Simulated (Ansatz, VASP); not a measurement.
**HgTe in VASP and in Ansatz**

```
Hg Te
1.0
     0.00000    3.11732    3.11732
     3.11732    0.00000    3.11732
     3.11732    3.11732    0.00000
Hg Te
1 1
Cartesian
  0.0000 0.0000 0.0000
  3.1173 3.1173 3.1173
```

Alike in both runs: task single point; functional PBE; dispersion D3(BJ); k mesh 12 × 12 × 12; occupations gaussian, width 0.1 eV; no spin polarisation.

|  | VASP | Ansatz |
| --- | --- | --- |
| version | VASP 6.6.1 | Ansatz 0.2.0 |
| potentials or method | VASP PAW PBE potentials, release 64 (Hg, Te), cutoff 520 eV | scalar-relativistic, plane waves, PAW |
| valence electrons in the cell | 18 | 36 |

|  | VASP | Ansatz | Ansatz less VASP |
| --- | --- | --- | --- |
| gap on the k mesh at the Fermi level (eV) | none | none | - |
| pressure (GPa) | -4.0 | -4.1 | -0.08 |

A gap of «none» marks a metal or a gap that the smearing closes. VASP's potentials hold 18 valence electrons a cell and Ansatz's 36, so a difference there can come from the potentials and not from the codes.

Neither program's run includes spin-orbit coupling.
